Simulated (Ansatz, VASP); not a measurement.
## Al3GaN4 in VASP and in Ansatz

Contents of INCAR:

```
PREC = Accurate ; ENCUT = 520
EDIFF = 1E-6 ; ISMEAR = 0
SIGMA = 0.05 ; LREAL = Auto
LASPH = True ; NELM = 60
ALGO = Normal ; ISIF = 2
LWAVE = False ; LCHARG = False
GGA = PS ; NBANDS = 56
```

KPOINTS

```
regular mesh
0
Gamma
  5 7 2
```

The input POSCAR:

```
Al3GaN4
1.0
   -5.0434079721      0.0000000000     -0.0001149904
    0.0000000000     -3.1300738967      0.0000000000
   -4.5455396893      0.0000000000     10.8358803980
Al Ga N
6 2 8
Direct
   -0.1377583465      0.5000000000      0.7083647831
    0.3122416535      0.5000000000      0.2083647831
    0.9611867794      0.5000000000      0.0421027963
    0.5111867794      0.5000000000      0.5421027963
    0.2874202486      1.0000000000      0.7905463175
    0.7374202486      1.0000000000      0.2905463175
   -0.3614421190      1.0000000000      0.9578004507
    0.0885578810      1.0000000000      0.4578004507
    0.0267493626      1.0000000000      0.9578646251
    0.4767493626      1.0000000000      0.4578646251
    0.2400946370      0.5000000000      0.7082789324
    0.6900946370      0.5000000000      0.2082789324
    0.3345599610      0.5000000000      0.0447961772
   -0.1154400390      0.5000000000      0.5447961772
   -0.3322499730      1.0000000000      0.7878464176
    0.1177500270      1.0000000000      0.2878464176
```

Input for Ansatz:

```yaml
crystal:
  lattice:
    - [-5.0434079721, 0.0, -0.0001149904]
    - [0.0, -3.1300738967, 0.0]
    - [-4.5455396893, 0.0, 10.835880398]
  atoms:
    - { symbol: Al, position: [-0.1377583465, 0.5, 0.7083647831] }
    - { symbol: Al, position: [0.3122416535, 0.5, 0.2083647831] }
    - { symbol: Al, position: [0.9611867794, 0.5, 0.0421027963] }
    - { symbol: Al, position: [0.5111867794, 0.5, 0.5421027963] }
    - { symbol: Al, position: [0.2874202486, 1.0, 0.7905463175] }
    - { symbol: Al, position: [0.7374202486, 1.0, 0.2905463175] }
    - { symbol: Ga, position: [-0.361442119, 1.0, 0.9578004507] }
    - { symbol: Ga, position: [0.088557881, 1.0, 0.4578004507] }
    - { symbol: "N", position: [0.0267493626, 1.0, 0.9578646251] }
    - { symbol: "N", position: [0.4767493626, 1.0, 0.4578646251] }
    - { symbol: "N", position: [0.240094637, 0.5, 0.7082789324] }
    - { symbol: "N", position: [0.690094637, 0.5, 0.2082789324] }
    - { symbol: "N", position: [0.334559961, 0.5, 0.0447961772] }
    - { symbol: "N", position: [-0.115440039, 0.5, 0.5447961772] }
    - { symbol: "N", position: [-0.332249973, 1.0, 0.7878464176] }
    - { symbol: "N", position: [0.117750027, 1.0, 0.2878464176] }
basis:
  ecutwfc: 420
kpoints:
  mp_grid: { grid: [5, 7, 2] }
hamiltonian:
  xc: pbesol
scf:
  occupations: { method: gaussian, width: 0.05 }
output:
  forces: true
  stress: true
  eigenvalues: true
  write_density: true
  write_potential: true
  elf: true
  volumetric_format: npy
```

Alike in both runs: task single point; functional PBEsol; k mesh 5 × 7 × 2; occupations gaussian, width 0.05 eV; no spin polarisation.

```csv
,VASP,Ansatz
version,VASP 6.6.1,Ansatz 0.2.0
potentials or method,"VASP PAW PBE potentials, release 64 (Al, Ga_d, N), cutoff 520 eV","scalar-relativistic, plane waves, PAW"
valence electrons in the cell,84,84
```

Ansatz gave:

* gap on the k mesh at the Fermi level (eV): 2.07
* least direct gap on the mesh (eV): 2.07
* pressure (GPa): 0.6
* traceless stress, the component that is largest in VASP (GPa): -5.18
* rms of the force components (eV/Å): 1.018

Problem. Estimate VASP's values.

Solution. gap on the k mesh at the Fermi level (eV): 2.08; least direct gap on the mesh (eV): 2.08; pressure (GPa): 0.6; traceless stress, the component that is largest in VASP (GPa): -5.19; rms of the force components (eV/Å): 1.020.

VASP's potentials were made for PBE, not for PBEsol. Atom by atom the forces differ by 0.006 eV/Å (rms over components).
